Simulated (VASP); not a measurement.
# Sb (Fm-3m) in VASP: settings compared

Aim: see how the results for Sb move with the level of theory and the settings. Levels: PBE, LDA, PBEsol. Tasks: relaxation of cell and atoms.

All numbers are computed with VASP 6.6.1; they aren't measurements. Logs are shortened: lines on timing, memory, paths and dates and some standing lists are left out, and cuts for length are marked.

## (1) The cell of the first run

The structure is cubic, space group Fm-3m (No. 225). The conventional cell has a = 4.742 Å, b = 4.742 Å, c = 4.742 Å, α = 90.00°, β = 90.00°, γ = 90.00°. Within 4.4 Å of Sb (site symmetry m-3m) lie 12 Sb at 3.35 Å.

## (2) Relaxation of cell and atoms, PBE

Input file INCAR:

```
PREC = Accurate ; ENCUT = 600
EDIFF = 1E-6 ; ISMEAR = -1
SIGMA = 0.05 ; LREAL = F
LASPH = T ; NELM = 100
ALGO = Normal ; ISIF = 3
LWAVE = F ; LCHARG = F
GGA = PE ; IBRION = 2
NSW = 60 ; EDIFFG = -0.01
```

Input file KPOINTS:

```
regular mesh
0
Gamma
  10 10 10
```

Input file POSCAR:

```
Sb
1.0
    0.0000000000      2.3712425216      2.3712425216
    2.3712425216      0.0000000000      2.3712425216
    2.3712425216      2.3712425216      0.0000000000
Sb
1
Direct
    0.0000000000      0.0000000000      0.0000000000
```

Potentials or basis: VASP PAW PBE potentials, release 64 (Sb).

The run is started by

```sh
> cat potpaw_PBE.64/Sb/POTCAR > POTCAR
> mpirun -np 1 vasp_std > vasp.out
```

OUTCAR:

```text
PREC = Accurate
   ENCUT = 600
   EDIFF = 1E-6
   ISMEAR = -1
   LREAL = F
   LASPH = T
   NELM = 100
   ISIF = 3
   GGA = PE
   IBRION = 2
   NSW = 60
   EDIFFG = -0.01

 ion  position               nearest neighbor table
   1  0.000  0.000  0.000-

  LATTYP: Found a face centered cubic cell.
 ALAT       =     4.7424850432

  Lattice vectors:

 A1 = (   0.0000000000,   2.3712425216,   2.3712425216)
 A2 = (   2.3712425216,   0.0000000000,   2.3712425216)
 A3 = (   2.3712425216,   2.3712425216,   0.0000000000)

Analysis of symmetry for initial positions (statically):
=====================================================================
 Subroutine PRICEL returns:
 Original cell was already a primitive cell.

 Routine SETGRP: Setting up the symmetry group for a
 face centered cubic supercell.

 Subroutine GETGRP returns: Found 48 space group operations
[... 9 lines left out ...]

 Routine SETGRP: Setting up the symmetry group for a
 face centered cubic supercell.

 Subroutine GETGRP returns: Found 48 space group operations
[... 11 lines left out ...]
                                     Primitive cell

  volume of cell :      26.6660

  direct lattice vectors                    reciprocal lattice vectors
     0.000000000  2.371242522  2.371242522    -0.210859916  0.210859916  0.210859916
     2.371242522  0.000000000  2.371242522     0.210859916 -0.210859916  0.210859916
     2.371242522  2.371242522  0.000000000     0.210859916  0.210859916 -0.210859916

  length of vectors
     3.353443334  3.353443334  3.353443334     0.365220089  0.365220089  0.365220089

  position of ions in fractional coordinates (direct lattice)
     0.000000000  0.000000000  0.000000000

  ion indices of the primitive-cell ions
   primitive index   ion index
                 1           1

----------------------------------------------------------------------------------------

 KPOINTS: regular mesh

Automatic generation of k-mesh.
 Grid dimensions read from file:
 generate k-points for:   10   10   10

 Generating k-lattice:

  Cartesian coordinates                     Fractional coordinates (reciprocal lattice)
    -0.021085992  0.021085992  0.021085992     0.100000000  0.000000000  0.000000000
     0.021085992 -0.021085992  0.021085992     0.000000000  0.100000000  0.000000000
     0.021085992  0.021085992 -0.021085992     0.000000000  0.000000000  0.100000000

  Length of vectors
     0.036522009  0.036522009  0.036522009

  Shift w.r.t. Gamma in fractional coordinates (k-lattice)
     0.000000000  0.000000000  0.000000000

 Subroutine IBZKPT returns following result:
 ===========================================

 Found     47 irreducible k-points:

 Following reciprocal coordinates:
            Coordinates               Weight
  0.000000  0.000000  0.000000      1.000000
  0.100000  0.000000  0.000000      8.000000
  0.200000  0.000000  0.000000      8.000000
  0.300000  0.000000  0.000000      8.000000
  0.400000  0.000000  0.000000      8.000000
  0.500000  0.000000  0.000000      4.000000
[... 16 lines left out ...]
  0.300000  0.300000  0.000000      6.000000
  0.400000  0.300000  0.000000     24.000000
 [... further k-points ...]
   k-points           NKPTS =     47   k-points in BZ     NKDIM =     47   number of bands    NBANDS=      6
   number of dos      NEDOS =    301   number of ions     NIONS =      1
   total plane-waves  NPLWV =  21952
   dimension x,y,z NGX =    28 NGY =   28 NGZ =   28
   dimension x,y,z NGXF=    56 NGYF=   56 NGZF=   56
   ions per type =               1
   NGX,Y,Z   is equivalent  to a cutoff of  13.88, 13.88, 13.88 a.u.
   NGXF,Y,Z  is equivalent  to a cutoff of  27.76, 27.76, 27.76 a.u.
 SYSTEM =  unknown system
   PREC   = accura    normal or accurate (medium, high low for compatibility)
   ISTART =      0    job   : 0-new  1-cont  2-samecut
   ICHARG =      2    charge: 1-file 2-atom 10-const
   ISPIN  =      1    spin polarized calculation?
   LNONCOLLINEAR =      F non collinear calculations
   LSORBIT =      F    spin-orbit coupling
   LASPH  =      T    aspherical Exc in radial PAW
   ENCUT  =  600.0 eV  44.10 Ry    6.64 a.u.   6.70  6.70  6.70*2*pi/ulx,y,z
   NELM   =    100;   NELMIN=  2; NELMDL= -5     # of ELM steps
   EDIFF  = 0.1E-05   stopping-criterion for ELM
   LREAL  =      F    real-space projection
   EDIFFG = -.1E-01   stopping-criterion for IOM
   NSW    =     60    number of steps for IOM
   IBRION =      2    ionic relax: 0-MD 1-quasi-New 2-CG
   NFREE  =      1    steps in history (QN), initial steepest desc. (CG)
   ISIF   =      3    stress and relaxation
   ISYM   =      2    0-nonsym 1-usesym 2-fastsym
   POTIM  = 0.5000    time-step for ionic-motion
   TEBEG  =    0.0;   TEEND  =   0.0 temperature during run
   PSTRESS=    0.0 pullay stress
   NELECT =       5.0000    total number of electrons
   NUPDOWN=      -1.0000    fix difference up-down
   EMIN   =  10.00;   EMAX   =-10.00  energy-range for DOS
   EFERMI =   0.00;   METHOD = LEGACY
   ISMEAR =    -1;   SIGMA  =   0.05  broadening in eV -4-tet -1-fermi 0-gaus
   EFERMI_NEDOS =   21; number of points for ismear=-14 and -15
   IALGO  =     38    algorithm
   IMIX   =      4    mixing-type and parameters
     AMIX     =   0.40;   BMIX     =  1.00
     AMIX_MAG =   1.60;   BMIX_MAG =  1.00
  volume/ion in A,a.u.               =      26.67       179.95
  Fermi-wavevector in a.u.,A,eV,Ry     =   0.937013  1.770697 11.945820  0.877993
  Thomas-Fermi vector in A             =   2.064081
   LORBIT       =      0    0 simple, 1 ext, 2 COOP (PROOUT), +10 PAW based schemes
   GGA     = PE    functional components
   LHFCALC =     F    Hartree Fock is set to
   AEXX    =    0.0000 exact exchange contribution
   IVDW    =     0    specifies the selected vdW correction
   LEPSILON=     F    determine dielectric tensor
   LRPA    =     F    only Hartree local field effects (RPA)
 conjugate gradient relaxation of ions
 non-spin polarized calculation
  energy-cutoff  :      600.00
  volume of cell :       26.67
 maximum number of plane-waves:       908
   NGX = 13   NGY = 13   NGZ = 13

--------------------------------------- Ionic step        1  -------------------------------------------

 number of electron       5.0000000 magnetization

 Free energy of the ion-electron system (eV)
  ---------------------------------------------------
  ext. energy  EPLUGINS =         0.00000000
  ---------------------------------------------------
  free energy    TOTEN  =        -3.81969564 eV

  energy without entropy =       -3.81296255  energy(sigma->0) =       -3.81632910

------------------------ aborting loop because EDIFF is reached ----------------------------------------

  FORCE on cell =-STRESS in cart. coord.  units (eV):
  Direction    XX          YY          ZZ          XY          YZ          ZX
  --------------------------------------------------------------------------------------
  -------------------------------------------------------------------------------------
  Total        0.2871954      0.2871954      0.2871954     -0.0000000     -0.0000000      0.0000000
  in kB       17.2556004     17.2556004     17.2556004     -0.0000000     -0.0000000      0.0000000
  external PRESSURE =      17.2556004 kB  Pullay stress =       0.0000000 kB

 VOLUME and BASIS-vectors are now :
 -----------------------------------------------------------------------------
  energy-cutoff  :      600.00
  volume of cell :       26.67
      direct lattice vectors                 reciprocal lattice vectors
     0.000000000  2.371242522  2.371242522    -0.210859916  0.210859916  0.210859916
     2.371242522  0.000000000  2.371242522     0.210859916 -0.210859916  0.210859916
     2.371242522  2.371242522  0.000000000     0.210859916  0.210859916 -0.210859916
[... 36 lines left out ...]
 POSITION                                       TOTAL-FORCE (eV/Angst)
 -----------------------------------------------------------------------------------
     -0.00000      2.40410      2.40410         0.000000     -0.000000      0.000000
 -----------------------------------------------------------------------------------
    total drift:                               -0.000000     -0.000000     -0.000000

  FREE ENERGIE OF THE ION-ELECTRON SYSTEM (eV)
  ---------------------------------------------------
  free  energy   TOTEN  =        -3.8228515201 eV

  energy  without entropy=       -3.8168634051  energy(sigma->0) =       -3.81985746

--------------------------------------- Ionic step        3  -------------------------------------------

 number of electron       5.0000000 magnetization

 Free energy of the ion-electron system (eV)
  ---------------------------------------------------
  ext. energy  EPLUGINS =         0.00000000
  ---------------------------------------------------
  free energy    TOTEN  =        -3.82372133 eV

  energy without entropy =       -3.81754672  energy(sigma->0) =       -3.82063402

 E-fermi :   8.2677     XC(G=0): -10.1539

 val. band max:        8.2299196847   @ k =  -0.4000   0.4000   0.1000
 cond. band min:       8.3172454461   @ k =  -0.2000   0.2000   0.0000
 fundamental gap:      0.0873257614
 Fermi energy:         8.2676723502

 k-point     1 :       0.0000    0.0000    0.0000
  band No.  band energies     occupation
      1      -4.4970      2.00000
      2      13.4708      0.00000
      3      13.4708      0.00000
      4      13.4708      0.00000
      5      18.1787      0.00000
      6      18.1787      0.00000

 k-point     2 :       0.1000    0.0000    0.0000
  band No.  band energies     occupation
      1      -4.3028      2.00000
      2      11.8184      0.00000
      3      13.2306      0.00000
      4      13.2306      0.00000
      5      17.1616      0.00000
      6      18.5710      0.00000
[... 181 lines left out ...]
 k-point    23 :       0.3000    0.3000    0.0000
  band No.  band energies     occupation
      1      -2.2027      2.00000
      2       7.7392      1.99995
      3       9.7575      0.00000
      4       9.7575      0.00000
      5      13.7637      0.00000
      6      13.9983      0.00000

 k-point    24 :       0.4000    0.3000    0.0000
  band No.  band energies     occupation
      1      -1.3024      2.00000
      2       6.1900      2.00000
      3       8.5372      0.00908
      4       9.4074      0.00000
      5      13.4336      0.00000
      6      14.6306      0.00000

 [... further k-points ...]
[... 5 lines left out ...]
  --------------------------------------------------------------------------------------
  -------------------------------------------------------------------------------------
  Total        0.0004258      0.0004258      0.0004258     -0.0000000      0.0000000     -0.0000000
  in kB        0.0248761      0.0248761      0.0248761     -0.0000000      0.0000000     -0.0000000
  external PRESSURE =       0.0248761 kB  Pullay stress =       0.0000000 kB

 VOLUME and BASIS-vectors are now :
 -----------------------------------------------------------------------------
  energy-cutoff  :      600.00
  volume of cell :       27.43
      direct lattice vectors                 reciprocal lattice vectors
    -0.000000000  2.393581863  2.393581863    -0.208891957  0.208891957  0.208891957
     2.393581863 -0.000000000  2.393581863     0.208891957 -0.208891957  0.208891957
     2.393581863  2.393581863 -0.000000000     0.208891957  0.208891957 -0.208891957

 POSITION                                       TOTAL-FORCE (eV/Angst)
 -----------------------------------------------------------------------------------
      0.00000      0.00000      0.00000         0.000000      0.000000     -0.000000
 -----------------------------------------------------------------------------------
    total drift:                               -0.000000     -0.000000     -0.000000

  FREE ENERGIE OF THE ION-ELECTRON SYSTEM (eV)
  ---------------------------------------------------
  free  energy   TOTEN  =        -3.8237213305 eV

  energy  without entropy=       -3.8175467187  energy(sigma->0) =       -3.82063402

 reached required accuracy - stopping structural energy minimisation
```

Run time: 25 s. Hardware: 1 thread of AMD EPYC 7R13, shared host; peak memory 0.13 GiB.

What came out:

| Item | Value |
| --- | --- |
| Free energy | -3.8237 eV |
| Relaxed volume | 27.43 Å³/atom |
| Relaxed cell | a = 3.385 Å, b = 3.385 Å, c = 3.385 Å, α = 60.00°, β = 60.00°, γ = 60.00° |
| Space group after relaxing (to 0.05 Å) | Fm-3m (No. 225) |
| Energy gained by relaxing | 4.0 meV/atom |
| Ionic steps | 3 |
| Pressure after relaxing | 0.0 GPa |

The path:
| step | energy change (eV) | largest force (eV/Å) | pressure (GPa) | volume (Å³) |
| --- | --- | --- | --- | --- |
| 1 | 0.0000 | 0.0000 | 1.73 | 26.67 |
| 2 | -0.0032 | 0.0000 | -0.76 | 27.79 |
| 3 | -0.0040 | 0.0000 | 0.00 | 27.43 |

Final structure:
```
Sb
1.0
     0.00000    2.39358    2.39358
     2.39358    0.00000    2.39358
     2.39358    2.39358    0.00000
Sb
1
Direct
  0.00000 0.00000 0.00000
```

Caveat: spin-orbit coupling is left out, which moves the levels of the heavy elements.

## (3) Relaxation of cell and atoms, LDA

Input file INCAR:

```
  ALGO = Normal
  EDIFF = 1E-6
  EDIFFG = -0.01
  ENCUT = 600
  GGA = CA
  IBRION = 2
  ISIF = 3
  ISMEAR = -1
  LASPH = T
  LCHARG = F
  LREAL = F
  LWAVE = F
  NELM = 100
  NSW = 60
  PREC = Accurate
  SIGMA = 0.05
```

Input file KPOINTS:

```
k-points
0
Gamma
  10 10 10
```

POSCAR is that of step 2.

Potentials or basis: VASP PAW LDA potentials, release 64 (Sb).

The run is started by

```sh
> cat potpaw_LDA.64/Sb/POTCAR > POTCAR
> mpirun -np 1 vasp_std > vasp.out
```

Wall time 23 s (1 thread of AMD EPYC 7R13, shared host); peak memory 0.12 GiB.

The run converged. Its results:

```yaml
Free_energy: -4.5339 eV
Relaxed_volume: 25.72 Å³/atom
Relaxed_cell: a = 3.313 Å, b = 3.313 Å, c = 3.313 Å, α = 60.00°, β = 60.00°, γ = 60.00°
Space_group_after_relaxing_to_0.05_Å: Fm-3m (No. 225)
Energy_gained_by_relaxing: 6.8 meV/atom
Ionic_steps: 3
Pressure_after_relaxing: 0.0 GPa
```

Step by step:
| step | energy change (eV) | largest force (eV/Å) | pressure (GPa) | volume (Å³) |
| --- | --- | --- | --- | --- |
| 1 | 0.0000 | 0.0000 | -2.25 | 26.67 |
| 2 | -0.0049 | 0.0000 | 1.28 | 25.25 |
| 3 | -0.0068 | 0.0000 | -0.01 | 25.72 |

Final structure:
```yaml
crystal:
  lattice:
    - [0.00000, 2.34292, 2.34292]
    - [2.34292, 0.00000, 2.34292]
    - [2.34292, 2.34292, 0.00000]
  atoms:
    - { symbol: Sb, position: [0.00000, 0.00000, 0.00000] }
```

Levels at points of the mesh, in eV from the Fermi level:
| k point | band 1 | band 2 | band 3 | band 4 | band 5 | band 6 |
| --- | --- | --- | --- | --- | --- | --- |
| (0.00, 0.00, 0.00) | -13.27 | 5.60 | 5.60 | 5.60 | 9.94 | 9.94 |
| (0.50, 0.00, 0.00) | -9.29 | -6.05 | 3.82 | 3.82 | 8.44 | 9.12 |
| (0.50, 0.50, 0.00) | -7.56 | -5.11 | 0.40 | 0.40 | 4.26 | 4.67 |

Caveat: spin-orbit coupling is left out, which moves the levels of the heavy elements.

(Continued in part 2 of 2.)
